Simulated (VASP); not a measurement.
Input of a VASP 6.6.1 run:

INCAR

```
ALGO = Normal ; EDIFF = 1E-8
ENCUT = 520 ; GGA = PE
ISIF = 2 ; ISMEAR = -1
LASPH = T ; LCHARG = F
LEFG = T ; LREAL = F
LWAVE = F ; NBANDS = 14
NELM = 60 ; PREC = Accurate
SIGMA = 0.08
```

The input KPOINTS:

```
k-points
0
Gamma
  10 10 10
```

File POSCAR:

```
TaSi
1.0
    0.0000000000      2.8997263023      2.8563393293
    2.8997263023      0.0000000000      2.8563393293
    2.8997263023      2.8997263023      0.0000000000
Ta Si
1 1
Direct
    0.0000000000      0.0000000000      0.0000000000
    0.2500000000      0.2500000000      0.2500000000
```

Potentials or basis: VASP PAW PBE potentials, release 64 (Ta_pv, Si).

Run with:

```console
$ cat potpaw_PBE.64/Ta_pv/POTCAR potpaw_PBE.64/Si/POTCAR > POTCAR
$ mpirun -np 1 vasp_std > vasp.out
```

(1) Predict the pressure.

(2) Predict the band gap on the k mesh.

## Answers

(1) 0.0 GPa.

(2) zero (an odd number of electrons rules out a gap without spin polarisation).

Caveat: without QUAD_EFG the Cq values of the log hold for a quadrupole moment of 1 mb, not for the nuclei; spin-orbit coupling is left out, which moves the levels of the heavy elements.
